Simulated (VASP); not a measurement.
Runs of VASP 6.6.1 on Ge3W2. The structure is that of space group P4mm (No. 99), or close to it. The cells are those of the table. 

```tsv
task	cell	k mesh	cutoff (eV)	gap on the mesh (eV)	pressure (GPa)	relaxed volume (Å³/atom)	largest force (eV/Å)
single point	a = 3.550, b = 3.550, c = 7.355 Å, 5 atoms	10 × 10 × 6	520	none	0.2	-	0.02
single point	a = 3.852, b = 3.852, c = 5.673 Å, 5 atoms	4 × 4 × 4	520	none	20.2	-	3.83
relaxation of cell and atoms	relaxed from a = 3.559, b = 3.559, c = 7.327 Å, 5 atoms	6 × 6 × 4	600	none	0.0	(b)	0.02
single point	a = 3.559, b = 3.559, c = 7.327 Å, 5 atoms	4 × 4 × 4	520	none	0.1	-	0.01
single point	a = 3.555, b = 3.555, c = 7.337 Å, 5 atoms	6 × 6 × 4	520	none	0.2	-	0.01
relaxation of cell and atoms	relaxed from a = 3.852, b = 3.852, c = 5.673 Å, 5 atoms	4 × 4 × 4	600	none	0.0	(a)	0.01
```

Alike in all rows: level PBE; potentials or basis VASP PAW PBE potentials, release 64 (Ge_d, W_sv); no spin polarisation; smearing gaussian 0.1 eV.

Question: Estimate the missing entries.

Answer: (a) 18.57; (b) 18.56.

Caveats: some runs use coarse meshes; spin-orbit coupling is left out, which moves the levels of the heavy elements; forces of over 1 eV/Å act on the atoms, so gaps and moduli don't describe the material at rest (some runs).

A k mesh can miss the band edges, and the runs leave out spin-orbit coupling on Ge, W.

A gap of «none» marks levels without a gap at the run's occupations.
